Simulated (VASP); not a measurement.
# KZnWO4: relaxation of cell and atoms with PBE

KZnWO4:

```
CELL_PARAMETERS angstrom
0.00000 4.34907 4.34907
4.34907 0.00000 4.34907
4.34907 4.34907 0.00000
ATOMIC_POSITIONS crystal
K 0.75000 0.75000 0.75000
Zn 0.00000 0.00000 0.00000
W 0.25000 0.25000 0.25000
O 0.12994 0.12994 0.12994
O 0.12994 0.12994 0.61019
O 0.12994 0.61019 0.12994
O 0.61019 0.12994 0.12994
```

The cell was generated, and may not be a known phase.

```json
{
 "Program": "VASP 6.6.1",
 "Task": "relaxation of cell and atoms",
 "Functional": "PBE",
 "Potentials or basis": "VASP PAW PBE potentials, release 64 (K_sv, Zn, W_sv, O)",
 "Cutoff": "600 eV",
 "k mesh": "8 × 8 × 8",
 "Occupations": "gaussian, width 0.1 eV",
 "Spin": "no spin polarisation",
 "Dipole correction": "no",
 "Further INCAR settings": "ALGO = Normal; EDIFF = 1e-06; IBRION = 2; EDIFFG = -0.01; NSW = 100; ISIF = 3"
}
```

```yaml
Relaxed_volume: 23.84 Å³/atom
Relaxed_cell: a = 6.180 Å, b = 6.180 Å, c = 6.180 Å, α = 60.00°, β = 60.00°, γ = 60.00°
Space_group_after_relaxing_to_0.1_Å: F-43m (No. 216)
Energy_gained_by_relaxing: 0.9 meV/atom
Ionic_steps: 6
Pressure_after_relaxing: 0.0 GPa
Largest_force_after_relaxing: 0.004 eV/Å
Band_gap_on_the_k_mesh: zero (an odd number of electrons rules out a gap without spin polarisation)
```

Forces on the atoms (eV/Å):
```
K    0.000  0.000  0.000
Zn   0.000  0.000  0.000
W    0.000  0.000  0.000
O    0.002  0.002  0.002
O   -0.002 -0.002  0.002
O   -0.002  0.002 -0.002
O    0.002 -0.002 -0.002
```

The path:
| step | energy change (eV) | largest force (eV/Å) | pressure (GPa) | volume (Å³) |
| --- | --- | --- | --- | --- |
| 1 | 0.0000 | 0.1571 | 0.94 | 164.52 |
| 2 | 0.0077 | 0.4887 | -1.14 | 167.84 |
| 3 | -0.0045 | 0.0948 | 0.12 | 165.76 |
| 4 | -0.0058 | 0.0386 | 0.05 | 166.43 |
| 5 | -0.0060 | 0.0127 | 0.01 | 166.75 |
| 6 | -0.0060 | 0.0040 | 0.00 | 166.87 |

Final structure:
```
K Zn W O
1.0
     0.00000    4.36967    4.36967
     4.36967    0.00000    4.36967
     4.36967    4.36967    0.00000
K Zn W O
1 1 1 4
Cartesian
  6.5545 6.5545 6.5545
  0.0000 0.0000 0.0000
  2.1848 2.1848 2.1848
  1.1371 1.1371 1.1371
  3.2326 3.2326 1.1371
  3.2326 1.1371 3.2326
  1.1371 3.2326 3.2326
```

Levels at points of the mesh, in eV from the Fermi level:
| k point | band 26 | band 27 | band 28 | band 29 | band 30 | band 31 | band 32 | band 33 | band 34 | band 35 |
| --- | --- | --- | --- | --- | --- | --- | --- | --- | --- | --- |
| (0.00, 0.00, 0.00) | -6.36 | -4.96 | -4.96 | -4.96 | -0.98 | 0.38 | 0.38 | 2.09 | 2.09 | 2.09 |
| (0.50, 0.00, 0.00) | -5.51 | -5.01 | -5.01 | -4.95 | 0.20 | 0.37 | 0.37 | 1.05 | 1.55 | 2.00 |
| (0.50, 0.50, 0.00) | -5.47 | -5.02 | -4.99 | -4.99 | -0.08 | 0.52 | 0.61 | 1.64 | 1.65 | 1.66 |

It took 9.7 min on 1 thread of Oxide Virtual Turin-like Processor (shared host), peak memory 0.49 GiB.

Caveat: spin-orbit coupling is left out, which moves the levels of the heavy elements; an odd number of electrons without spin polarisation forces a metal; a magnetic or distorted state may lie lower.
